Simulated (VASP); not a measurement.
## N: single point with PBE+D3(BJ)

Crystal: N.

```
N
1.0
     0.00000    8.18864   -5.32496
     0.00000   -8.18864   -5.32496
    -8.18864    0.00000    5.32496
N
32
Direct
  0.00000 0.04756 0.04756
  0.75000 0.29756 0.04756
  0.25000 0.79756 0.04756
  0.50000 0.54756 0.04756
  0.25000 0.29756 0.54756
  0.50000 0.04756 0.54756
  0.00000 0.54756 0.54756
  0.75000 0.79756 0.54756
  0.70244 0.00000 0.20244
  0.45244 0.25000 0.20244
  0.95244 0.75000 0.20244
  0.20244 0.50000 0.20244
  0.95244 0.25000 0.70244
  0.20244 0.00000 0.70244
  0.70244 0.50000 0.70244
  0.45244 0.75000 0.70244
  0.00000 0.45244 0.45244
  0.75000 0.70244 0.45244
  0.25000 0.20244 0.45244
  0.50000 0.95244 0.45244
  0.25000 0.70244 0.95244
  0.50000 0.45244 0.95244
  0.00000 0.95244 0.95244
  0.75000 0.20244 0.95244
  0.79756 0.00000 0.29756
  0.54756 0.25000 0.29756
  0.04756 0.75000 0.29756
  0.29756 0.50000 0.29756
  0.04756 0.25000 0.79756
  0.29756 0.00000 0.79756
  0.79756 0.50000 0.79756
  0.54756 0.75000 0.79756
```

```json
{
 "Program": "VASP 6.6.1",
 "Task": "single point",
 "Functional": "PBE",
 "Dispersion": "D3(BJ)",
 "Potentials or basis": "VASP PAW PBE potentials, release 64 (N)",
 "Cutoff": "520 eV",
 "k mesh": "2 × 2 × 2, shifted",
 "Occupations": "gaussian, width 0.01 eV",
 "Spin": "no spin polarisation",
 "Dipole correction": "no",
 "Further INCAR settings": "LREAL = Auto; ALGO = Normal; EDIFF = 1e-06; NBANDS = 102"
}
```

```
Pressure                   : 2.1 GPa
Largest force              : 1.750 eV/Å
Band gap on the k mesh     : 7.07 eV
Dispersion energy per atom : -0.055 eV
```

Forces on the atoms (eV/Å):
```
N   -1.238 -1.238  0.000
N   -1.238 -1.238  0.000
N   -1.238 -1.238  0.000
N   -1.238 -1.238  0.000
N   -1.238 -1.238  0.000
N   -1.238 -1.238  0.000
N   -1.238 -1.238  0.000
N   -1.238 -1.238  0.000
N    1.238 -1.238  0.000
N    1.238 -1.238  0.000
N    1.238 -1.238  0.000
N    1.238 -1.238  0.000
N    1.238 -1.238  0.000
N    1.238 -1.238  0.000
N    1.238 -1.238  0.000
N    1.238 -1.238  0.000
N    1.238  1.238  0.000
N    1.238  1.238  0.000
N    1.238  1.238  0.000
N    1.238  1.238  0.000
N    1.238  1.238  0.000
N    1.238  1.238  0.000
N    1.238  1.238  0.000
N    1.238  1.238  0.000
N   -1.238  1.238  0.000
N   -1.238  1.238  0.000
N   -1.238  1.238  0.000
N   -1.238  1.238  0.000
N   -1.238  1.238  0.000
N   -1.238  1.238  0.000
N   -1.238  1.238  0.000
N   -1.238  1.238  0.000
```

Stress tensor (GPa, compression positive):
```
 3.20  0.00  0.00
 0.00  3.20  0.00
 0.00  0.00 -0.20
```

Levels at points of the mesh, in eV from the valence-band top:
| k point | band 76 | band 77 | band 78 | band 79 | band 80 | band 81 | band 82 | band 83 | band 84 | band 85 |
| --- | --- | --- | --- | --- | --- | --- | --- | --- | --- | --- |
| (0.25, 0.25, 0.25) | -0.10 | -0.10 | -0.10 | -0.10 | -0.10 | 7.42 | 7.42 | 7.42 | 7.42 | 7.81 |

Wall time 7.7 min on 1 thread of Intel(R) Xeon(R) Platinum 8259CL CPU @ 2.50GHz (Skylake/Cascade Lake) (shared host), peak memory 0.92 GiB.

Caveat: the standard files for N, O and F lose accuracy on very short bonds; forces of over 1 eV/Å act on the atoms, so gaps and moduli don't describe the material at rest. A k mesh can miss the band edges.
